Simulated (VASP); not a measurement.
Nb, 1 atom in the cell. It takes space group Im-3m (No. 229, cubic). The conventional cell has a = 3.328 Å, b = 3.328 Å, c = 3.328 Å, α = 90.00°, β = 90.00°, γ = 90.00°. Nb (site symmetry m-3m) has 14 Nb at 2.88 to 3.33 Å within 3.8 Å. 

- Program: VASP 6.6.1
- Task: single point
- Functional: PBE
- Potentials or basis: VASP PAW PBE potentials, release 64 (Nb_sv)
- Cutoff: 500 eV
- k mesh: 11 × 11 × 11
- Occupations: gaussian, width 0.018 eV
- Spin: no spin polarisation
- Dipole correction: no
- Further INCAR settings: ALGO = Normal; EDIFF = 1e-06; NBANDS = 12

Potentials or basis: VASP PAW PBE potentials, release 64 (Nb_sv).

The run is started by

```bash
$ cat potpaw_PBE.64/Nb_sv/POTCAR > POTCAR
$ mpirun -np 1 vasp_std > vasp.out
```

Hardware: 1 thread of Intel(R) Xeon(R) Platinum 8488C (Sapphire Rapids), with other jobs on the host.

Estimate the wall time of this run.

Run time: 7.3 s on 1 thread of Intel(R) Xeon(R) Platinum 8488C (Sapphire Rapids), on a shared host, peak memory 0.14 GiB. Counts: scf iterations 12, k points 56.
